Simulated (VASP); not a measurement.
GaSb, 2 atoms in the cell. It takes space group Immm (No. 71, orthorhombic). The conventional cell has a = 3.070 Å, b = 5.278 Å, c = 5.708 Å, α = 90.00°, β = 90.00°, γ = 90.00°. Sb (site symmetry mmm) has 6 Ga at 2.85 to 3.05 Å and 2 Sb at 3.07 Å within 3.8 Å. Within 3.8 Å of Ga (site symmetry mmm) lie 6 Sb at 2.85 to 3.05 Å and 2 Ga at 3.07 Å. 

| Item | Value |
| --- | --- |
| Program | VASP 6.6.1 |
| Task | single point |
| Functional | PBE |
| Potentials or basis | VASP PAW PBE potentials, release 64 (Sb, Ga_d) |
| Cutoff | 520 eV |
| k mesh | 10 × 10 × 10 |
| Occupations | fermi-dirac, width 0.05 eV |
| Spin | no spin polarisation |
| Dipole correction | no |
| Further INCAR settings | ALGO = Normal; EDIFF = 1e-06; NBANDS = 16 |

Potentials or basis: VASP PAW PBE potentials, release 64 (Sb, Ga_d).

Run with:

```bash
$ cat potpaw_PBE.64/Sb/POTCAR potpaw_PBE.64/Ga_d/POTCAR > POTCAR
$ mpirun -np 1 vasp_std > vasp.out
```

Hardware: 1 thread of Intel(R) Xeon(R) Platinum 8259CL CPU @ 2.50GHz (Skylake/Cascade Lake), on a shared host.

Task: Estimate the wall time of this run.

Result: Run time: 70 s on 1 thread of Intel(R) Xeon(R) Platinum 8259CL CPU @ 2.50GHz (Skylake/Cascade Lake) (shared host), peak memory 0.27 GiB. Counts: scf iterations 11, k points 171.
